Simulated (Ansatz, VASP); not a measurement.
## Si4F in VASP and in Ansatz

```
Si F
1.0
    -2.73306    2.73306    2.80211
     2.73306   -2.73306    2.80211
     2.73306    2.73306   -2.80211
Si F
4 1
Cartesian
  1.3665 1.3665 1.4011
  1.3665 1.3665 -1.4011
  -1.3665 1.3665 1.4011
  1.3665 -1.3665 1.4011
  0.0000 0.0000 2.8021
```

Alike in both runs: task relaxation of cell and atoms; functional PBE; k mesh 4 × 4 × 4; occupations gaussian, width 0.1 eV; no spin polarisation.

|  | VASP | Ansatz |
| --- | --- | --- |
| version | VASP 6.6.1 | Ansatz 0.2.0 |
| potentials or method | VASP PAW PBE potentials, release 64 (Si, F), cutoff 600 eV | scalar-relativistic, plane waves, PAW |
| valence electrons in the cell | 23 | 23 |

Ansatz gave:

| Property | Result |
| --- | --- |
| gap on the k mesh at the Fermi level, each at its own relaxed structure (eV) | none |
| relaxed volume (Å³/atom) | 19.26 |
| relaxed length of the cell vector where the two differ most in proportion (Å) | 5.319 |

Problem. Estimate VASP's values.

Solution. gap on the k mesh at the Fermi level, each at its own relaxed structure (eV): none; relaxed volume (Å³/atom): 18.07; relaxed length of the cell vector where the two differ most in proportion (Å): 5.094.

A gap of «none» marks a metal or a gap that the smearing closes. One of these differences is far larger than is usual between the two programs; its cause wasn't traced.

The k mesh is coarse, so the values compare programs but aren't converged.
